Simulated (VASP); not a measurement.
# InSe (P1) in VASP: further runs

Runs on InSe. Level: PBEsol. Tasks: single point.

Everything below comes from runs of VASP 6.6.1. Logs are shortened: lines on timing, memory, paths and dates and some standing lists are left out, and cuts for length are marked.

### Step 1. The cell of the first run

The typed cell holds 2 atoms: a = 3.632 Å, b = 3.632 Å, c = 3.632 Å, α = 90.00°, β = 90.00°, γ = 90.00°.

### Step 2. Single point, PBEsol

Contents of INCAR:

```
SYSTEM = InSe
PREC = Accurate
ENCUT = 520
EDIFF = 1E-6
ISMEAR = 0
SIGMA = 0.05
LREAL = .FALSE.
LASPH = .TRUE.
NELM = 60
ALGO = Normal
ISIF = 2
LWAVE = .FALSE.
LCHARG = .TRUE.
GGA = PS
LELF = .TRUE.
LVHAR = .TRUE.
NBANDS = 16
```

Contents of KPOINTS:

```
regular mesh
0
G
  7 7 7
  0 0 0
```

Contents of POSCAR:

```
InSe
1.0
    3.6320400000      0.0000000000      0.0000000000
    0.0000000000      3.6320400000      0.0000000000
    0.0000000000      0.0000000000      3.6320400000
In Se
1 1
Direct
    0.4958860000      0.4953830000      0.4960430000
   -0.0059760000     -0.0016720000     -0.0102530000
```

Potentials or basis: VASP PAW PBE potentials, release 64 (In_d, Se).

Run with:

```console
$ cat potpaw_PBE.64/In_d/POTCAR potpaw_PBE.64/Se/POTCAR > POTCAR
$ mpirun -np 1 vasp_std > vasp.out
```

OUTCAR:

```text
SYSTEM = InSe
   PREC = Accurate
   ENCUT = 520
   EDIFF = 1E-6
   ISMEAR = 0
   LREAL = .FALSE.
   LASPH = .TRUE.
   NELM = 60
   ISIF = 2
   GGA = PS

 ion  position               nearest neighbor table
   1  0.496  0.495  0.496-   2 3.12   2 3.13   2 3.13   2 3.14   2 3.15   2 3.16   2 3.16   2 3.17

   2  0.994  0.998  0.990-   1 3.12   1 3.13   1 3.13   1 3.14   1 3.15   1 3.16   1 3.16   1 3.17

  LATTYP: Found a simple cubic cell.
 ALAT       =     3.6320400000

  Lattice vectors:

 A1 = (   3.6320400000,   0.0000000000,   0.0000000000)
 A2 = (   0.0000000000,   3.6320400000,   0.0000000000)
 A3 = (   0.0000000000,   0.0000000000,   3.6320400000)

Analysis of symmetry for initial positions (statically):
=====================================================================
 Subroutine PRICEL returns:
 Original cell was already a primitive cell.

 Routine SETGRP: Setting up the symmetry group for a
 simple cubic supercell.

 Subroutine GETGRP returns: Found  1 space group operations
 (whereof  1 operations were pure point group operations)
 out of a pool of 48 trial point group operations.

The static configuration has the point symmetry C_1 .

Analysis of symmetry for dynamics (positions and initial velocities):
=====================================================================
 Subroutine PRICEL returns:
 Original cell was already a primitive cell.

 Routine SETGRP: Setting up the symmetry group for a
 simple cubic supercell.

 Subroutine GETGRP returns: Found  1 space group operations
 (whereof  1 operations were pure point group operations)
 out of a pool of 48 trial point group operations.

The dynamic configuration has the point symmetry C_1 .

 Subroutine INISYM returns: Found  1 space group operations
 (whereof  1 operations are pure point group operations),
 and found     1 'primitive' translations

----------------------------------------------------------------------------------------

                                     Primitive cell

  volume of cell :      47.9128

  direct lattice vectors                    reciprocal lattice vectors
     3.632040000  0.000000000  0.000000000     0.275327364  0.000000000  0.000000000
     0.000000000  3.632040000  0.000000000     0.000000000  0.275327364  0.000000000
     0.000000000  0.000000000  3.632040000     0.000000000  0.000000000  0.275327364

  length of vectors
     3.632040000  3.632040000  3.632040000     0.275327364  0.275327364  0.275327364

  position of ions in fractional coordinates (direct lattice)
     0.495886000  0.495383000  0.496043000
     0.994024000  0.998328000  0.989747000

  ion indices of the primitive-cell ions
   primitive index   ion index
                 1           1
                 2           2

----------------------------------------------------------------------------------------

 KPOINTS: regular mesh

Automatic generation of k-mesh.
 Grid dimensions read from file:
 generate k-points for:    7    7    7

 Generating k-lattice:

  Cartesian coordinates                     Fractional coordinates (reciprocal lattice)
     0.039332481  0.000000000  0.000000000     0.142857143  0.000000000  0.000000000
     0.000000000  0.039332481  0.000000000     0.000000000  0.142857143  0.000000000
     0.000000000  0.000000000  0.039332481     0.000000000  0.000000000  0.142857143

  Length of vectors
     0.039332481  0.039332481  0.039332481

  Shift w.r.t. Gamma in fractional coordinates (k-lattice)
     0.000000000  0.000000000  0.000000000

 Subroutine IBZKPT returns following result:
 ===========================================

 Found    172 irreducible k-points:

 Following reciprocal coordinates:
            Coordinates               Weight
  0.000000  0.000000  0.000000      1.000000
  0.142857  0.000000  0.000000      2.000000
  0.000000  0.142857  0.000000      2.000000
  0.000000  0.000000  0.142857      2.000000
  0.285714  0.000000  0.000000      2.000000
  0.000000  0.285714  0.000000      2.000000
[... 16 lines left out ...]
  0.000000 -0.285714  0.142857      2.000000
 -0.142857  0.000000  0.285714      2.000000
 [... further k-points ...]
   k-points           NKPTS =    172   k-points in BZ     NKDIM =    172   number of bands    NBANDS=     16
   number of dos      NEDOS =    301   number of ions     NIONS =      2
   total plane-waves  NPLWV =  21952
   dimension x,y,z NGX =    28 NGY =   28 NGZ =   28
   dimension x,y,z NGXF=    56 NGYF=   56 NGZF=   56
   ions per type =               1   1
   NGX,Y,Z   is equivalent  to a cutoff of  12.82, 12.82, 12.82 a.u.
   NGXF,Y,Z  is equivalent  to a cutoff of  25.63, 25.63, 25.63 a.u.
 SYSTEM =  InSe
   PREC   = accura    normal or accurate (medium, high low for compatibility)
   ISTART =      0    job   : 0-new  1-cont  2-samecut
   ICHARG =      2    charge: 1-file 2-atom 10-const
   ISPIN  =      1    spin polarized calculation?
   LNONCOLLINEAR =      F non collinear calculations
   LSORBIT =      F    spin-orbit coupling
   LASPH  =      T    aspherical Exc in radial PAW
   ENCUT  =  520.0 eV  38.22 Ry    6.18 a.u.   6.75  6.75  6.75*2*pi/ulx,y,z
   NELM   =     60;   NELMIN=  2; NELMDL= -5     # of ELM steps
   EDIFF  = 0.1E-05   stopping-criterion for ELM
   LREAL  =      F    real-space projection
   EDIFFG = 0.1E-04   stopping-criterion for IOM
   NSW    =      0    number of steps for IOM
   IBRION =     -1    ionic relax: 0-MD 1-quasi-New 2-CG
   NFREE  =      0    steps in history (QN), initial steepest desc. (CG)
   ISIF   =      2    stress and relaxation
   ISYM   =      2    0-nonsym 1-usesym 2-fastsym
   POTIM  = 0.5000    time-step for ionic-motion
   TEBEG  =    0.0;   TEEND  =   0.0 temperature during run
   PSTRESS=    0.0 pullay stress
   NELECT =      19.0000    total number of electrons
   NUPDOWN=      -1.0000    fix difference up-down
   EMIN   =  10.00;   EMAX   =-10.00  energy-range for DOS
   EFERMI =   0.00;   METHOD = LEGACY
   ISMEAR =     0;   SIGMA  =   0.05  broadening in eV -4-tet -1-fermi 0-gaus
   EFERMI_NEDOS =   21; number of points for ismear=-14 and -15
   IALGO  =     38    algorithm
   IMIX   =      4    mixing-type and parameters
     AMIX     =   0.40;   BMIX     =  1.00
     AMIX_MAG =   1.60;   BMIX_MAG =  1.00
  volume/ion in A,a.u.               =      23.96       161.67
  Fermi-wavevector in a.u.,A,eV,Ry     =   1.202750  2.272868 19.682295  1.446608
  Thomas-Fermi vector in A             =   2.338523
   LORBIT       =      0    0 simple, 1 ext, 2 COOP (PROOUT), +10 PAW based schemes
   GGA     = PS    functional components
   LHFCALC =     F    Hartree Fock is set to
   AEXX    =    0.0000 exact exchange contribution
   IVDW    =     0    specifies the selected vdW correction
   LEPSILON=     F    determine dielectric tensor
   LRPA    =     F    only Hartree local field effects (RPA)
 non-spin polarized calculation
 Gauss-broadening in eV      SIGMA  =   0.05
  energy-cutoff  :      520.00
  volume of cell :       47.91
 maximum number of plane-waves:      1309
   NGX = 13   NGY = 13   NGZ = 13

 number of electron      18.9999999 magnetization

 Free energy of the ion-electron system (eV)
  ---------------------------------------------------
  ext. energy  EPLUGINS =         0.00000000
  ---------------------------------------------------
  free energy    TOTEN  =        -7.26402227 eV

  energy without entropy =       -7.26295423  energy(sigma->0) =       -7.26348825

 E-fermi :   5.7218     XC(G=0): -10.3574

 val. band max:        5.7195327707   @ k =  -0.4286   0.4286   0.0000
 cond. band min:       5.7994319388   @ k =   0.2857  -0.2857   0.2857
 fundamental gap:      0.0798991681
 Fermi energy:         5.7218452651

 k-point     1 :       0.0000    0.0000    0.0000
  band No.  band energies     occupation
      1      -8.5467      2.00000
      2      -8.5466      2.00000
      3      -8.3691      2.00000
      4      -8.3691      2.00000
      5      -8.3690      2.00000
      6      -7.7779      2.00000
[... 8 lines left out ...]
     15      13.9971      0.00000
     16      19.2537      0.00000

 k-point     2 :       0.1429    0.0000    0.0000
  band No.  band energies     occupation
      1      -8.5444      2.00000
      2      -8.5202      2.00000
      3      -8.3810      2.00000
      4      -8.3809      2.00000
      5      -8.3680      2.00000
      6      -7.6430      2.00000
[... 8 lines left out ...]
     15      13.6058      0.00000
     16      18.5665      0.00000

 k-point     3 :       0.0000    0.1429    0.0000
  band No.  band energies     occupation
      1      -8.5444      2.00000
      2      -8.5202      2.00000
      3      -8.3810      2.00000
      4      -8.3809      2.00000
      5      -8.3680      2.00000
      6      -7.6430      2.00000
[... 8 lines left out ...]
     15      13.6061      0.00000
     16      18.5668      0.00000

 k-point     4 :       0.0000    0.0000    0.1429
  band No.  band energies     occupation
      1      -8.5444      2.00000
      2      -8.5203      2.00000
      3      -8.3810      2.00000
      4      -8.3809      2.00000
      5      -8.3679      2.00000
      6      -7.6430      2.00000
[... 8 lines left out ...]
     15      13.6080      0.00000
     16      18.5685      0.00000
[... 324 lines left out ...]
 k-point    22 :       0.0000    0.1429    0.2857
  band No.  band energies     occupation
      1      -8.5212      2.00000
      2      -8.4571      2.00000
      3      -8.4488      2.00000
      4      -8.4054      2.00000
      5      -8.3761      2.00000
      6      -7.1325      2.00000
[... 8 lines left out ...]
     15      15.9066      0.00000
     16      16.9666      0.00000

 k-point    23 :       0.0000   -0.2857    0.1429
  band No.  band energies     occupation
      1      -8.5213      2.00000
      2      -8.4568      2.00000
      3      -8.4490      2.00000
      4      -8.4053      2.00000
      5      -8.3761      2.00000
      6      -7.1324      2.00000
[... 8 lines left out ...]
     15      15.9058      0.00000
     16      16.9663      0.00000

 k-point    24 :      -0.1429    0.0000    0.2857
  band No.  band energies     occupation
      1      -8.5212      2.00000
      2      -8.4571      2.00000
      3      -8.4488      2.00000
      4      -8.4054      2.00000
      5      -8.3761      2.00000
      6      -7.1325      2.00000
[... 8 lines left out ...]
     15      15.9066      0.00000
     16      16.9664      0.00000

 [... further k-points ...]

------------------------ aborting loop because EDIFF is reached ----------------------------------------

  FORCE on cell =-STRESS in cart. coord.  units (eV):
  Direction    XX          YY          ZZ          XY          YZ          ZX
  --------------------------------------------------------------------------------------
  -------------------------------------------------------------------------------------
  Total       -1.0079644     -1.0080793     -1.0080314     -0.0005118     -0.0014107      0.0006695
  in kB      -33.7057436    -33.7095868    -33.7079828     -0.0171156     -0.0471727      0.0223863
  external PRESSURE =     -33.7077711 kB  Pullay stress =       0.0000000 kB

 VOLUME and BASIS-vectors are now :
 -----------------------------------------------------------------------------
  energy-cutoff  :      520.00
  volume of cell :       47.91
      direct lattice vectors                 reciprocal lattice vectors
     3.632040000  0.000000000  0.000000000     0.275327364  0.000000000  0.000000000
     0.000000000  3.632040000  0.000000000     0.000000000  0.275327364  0.000000000
     0.000000000  0.000000000  3.632040000     0.000000000  0.000000000  0.275327364

 POSITION                                       TOTAL-FORCE (eV/Angst)
 -----------------------------------------------------------------------------------
      1.80108      1.79925      1.80165         0.002992     -0.005114      0.010544
      3.61033      3.62597      3.59480        -0.002992      0.005114     -0.010544
 -----------------------------------------------------------------------------------
    total drift:                               -0.000216     -0.000243     -0.000263

  FREE ENERGIE OF THE ION-ELECTRON SYSTEM (eV)
  ---------------------------------------------------
  free  energy   TOTEN  =        -7.2640222684 eV

  energy  without entropy=       -7.2629542271  energy(sigma->0) =       -7.26348825
```

Wall time 2.5 min (1 thread of Intel Xeon 8259CL, shared host); peak memory 0.26 GiB.

Results:

| Item | Value |
| --- | --- |
| Free energy | -7.2640 eV |
| Pressure | -3.4 GPa |
| Largest force | 0.012 eV/Å |
| Band gap on the k mesh | zero (an odd number of electrons rules out a gap without spin polarisation) |

Forces in eV/Å, atoms in the order of the input:
```
In   0.003 -0.005  0.011
Se  -0.003  0.005 -0.011
```

Levels at points of the mesh, in eV from the Fermi level:
```
           k point  band 8  band 9  band 10  band 11  band 12  band 13
(0.00, 0.00, 0.00)   -1.42   -1.42    -1.42     5.19     5.20     8.27
```

Caveat: the cell stands under tension; the PAW data sets were made with another functional, which shifts forces and pressure a little; spin-orbit coupling is left out, which moves the levels of the heavy elements.

### Step 3. Single point, PBEsol

Contents of INCAR:

```
ALGO = Normal ; EDIFF = 1E-6
ENCUT = 520 ; GGA = PS
ISIF = 2 ; ISMEAR = 0
LASPH = True ; LCHARG = True
LELF = True ; LREAL = False
LVHAR = True ; LWAVE = False
NBANDS = 16 ; NELM = 100
PREC = Accurate ; SIGMA = 0.05
```

Contents of KPOINTS:

```
k-points
0
Gamma
  10 10 10
```

POSCAR is that of step 2.

Potentials or basis: VASP PAW PBE potentials, release 64 (In_d, Se).

Run with:

```console
$ cat potpaw_PBE.64/In_d/POTCAR potpaw_PBE.64/Se/POTCAR > POTCAR
$ mpirun -np 1 vasp_std > vasp.out
```

Run time: 6.2 min. Hardware: 1 thread of Intel Xeon 8259CL, shared host; peak memory 0.49 GiB.

Results (log left out):

```
Free energy            : -7.2434 eV
Pressure               : -3.3 GPa
Largest force          : 0.014 eV/Å
Band gap on the k mesh : zero (an odd number of electrons rules out a gap without spin polarisation)
```

Forces in eV/Å, atoms in the order of the input:
```
In   0.004 -0.006  0.013
Se  -0.004  0.006 -0.013
```

Levels at points of the mesh, in eV from the Fermi level:
```tsv
k point	band 6	band 7	band 8	band 9	band 10	band 11	band 12	band 13
(0.00, 0.00, 0.00)	-13.57	-3.65	-1.49	-1.49	-1.49	5.11	5.11	8.18
(0.50, 0.00, 0.00)	-12.69	-7.02	-0.35	-0.35	1.24	2.00	4.89	4.89
(0.00, 0.50, 0.00)	-12.69	-7.02	-0.35	-0.35	1.24	2.00	4.89	4.89
(0.00, 0.00, 0.50)	-12.69	-7.02	-0.35	-0.35	1.24	2.00	4.89	4.89
(0.50, 0.50, 0.00)	-11.75	-4.61	-4.61	-3.67	-0.03	5.49	5.49	7.12
(0.00, 0.50, 0.50)	-11.76	-4.62	-4.61	-3.66	-0.03	5.49	5.49	7.12
(0.50, 0.00, 0.50)	-11.76	-4.62	-4.61	-3.66	-0.03	5.49	5.49	7.12
(0.50, 0.50, 0.50)	-11.58	-2.74	-2.74	-2.74	-1.41	0.20	0.20	0.20
```

Caveat: the cell stands under tension; the PAW data sets were made with another functional, which shifts forces and pressure a little; spin-orbit coupling is left out, which moves the levels of the heavy elements.
